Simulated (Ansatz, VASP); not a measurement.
Ba in VASP and in Ansatz

Contents of INCAR:

```
SYSTEM = Ba
  PREC = Accurate
  ENCUT = 520
  EDIFF = 1E-7
  ISMEAR = -1
  SIGMA = 0.08
  LREAL = .FALSE.
  LASPH = .TRUE.
  NELM = 80
  ALGO = Normal
  ISIF = 2
  LWAVE = .FALSE.
  LCHARG = .FALSE.
  GGA = PE
  NBANDS = 11
```

Contents of KPOINTS:

```
regular mesh
0
G
  11 11 11
  0 0 0
```

POSCAR

```
Ba
1.0
   -2.0204126204      2.0204126204      2.0204126204
    2.0204126204     -2.0204126204      2.0204126204
    2.0204126204      2.0204126204     -2.0204126204
Ba
1
Direct
    0.0000000000      0.0000000000      0.0000000000
```

Input for Ansatz:

```yaml
crystal:
  lattice:
    - [-2.0204126204, 2.0204126204, 2.0204126204]
    - [2.0204126204, -2.0204126204, 2.0204126204]
    - [2.0204126204, 2.0204126204, -2.0204126204]
  atoms:
    - { symbol: Ba, position: [0.0, 0.0, 0.0] }
kpoints:
  mp_grid: { grid: [11, 11, 11] }
scf:
  occupations: { method: fermi_dirac, width: 0.08 }
hamiltonian:
  xc: pbe
  pseudopotentials: { kind: all_electron, lapw: { basis_error: 0.001 } }
output:
  forces: true
  stress: true
  eigenvalues: true
  populations: true
```

Change from the starting cell: volume scaled by 0.52, LAPW.

Alike in both runs: task single point; functional PBE; k mesh 11 × 11 × 11; occupations fermi-dirac, width 0.08 eV; no spin polarisation.

|  | VASP | Ansatz |
| --- | --- | --- |
| version | VASP 6.6.1 | Ansatz 0.2.0 |
| potentials or method | VASP PAW PBE potentials, release 64 (Ba_sv), cutoff 520 eV | all-electron LAPW, scalar-relativistic |

|  | VASP | Ansatz | Ansatz less VASP |
| --- | --- | --- | --- |
| pressure (GPa) | 14.7 | 13.2 | -1.52 |

Ansatz ran all-electron here, and VASP with PAW potentials.

Spin-orbit coupling is off throughout.
